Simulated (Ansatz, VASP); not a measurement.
In3SbAs2 in VASP and in Ansatz

```
In Sb As
1.0
     4.47208    0.00000    0.00000
    -2.23604    3.87293    0.00000
     0.00000    0.00000   22.06211
In Sb As
6 2 4
Direct
  0.66667 0.33333 0.16056
  0.66667 0.33333 0.50005
  0.66667 0.33333 0.84017
  0.33333 0.66667 0.00005
  0.33333 0.66667 0.34017
  0.33333 0.66667 0.66056
  0.66667 0.33333 0.29079
  0.33333 0.66667 0.79079
  0.66667 0.33333 0.62221
  0.66667 0.33333 0.96172
  0.33333 0.66667 0.12220
  0.33333 0.66667 0.46172
```

Alike in both runs: task single point; functional PBE; k mesh 6 × 6 × 1; occupations gaussian, width 0.1 eV; no spin polarisation.

```csv
,VASP,Ansatz
version,VASP 6.6.1,Ansatz 0.2.0
potentials or method,"VASP PAW PBE potentials, release 64 (In_d, Sb, As), cutoff 520 eV","scalar-relativistic, plane waves, PAW"
valence electrons in the cell,108,168
```

```tsv
	VASP	Ansatz	Ansatz less VASP
gap on the k mesh at the Fermi level (eV)	none	none	-
pressure (GPa)	0.1	0.1	-0.01
rms of the force components (eV/Å)	0.012	0.014	+0.0016
```

Atom by atom the forces differ by 0.002 eV/Å (rms over components). A gap of «none» marks a metal or a gap that the smearing closes. VASP's potentials hold 108 valence electrons a cell and Ansatz's 168, so a difference there can come from the potentials and not from the codes.

Spin-orbit coupling is off throughout.
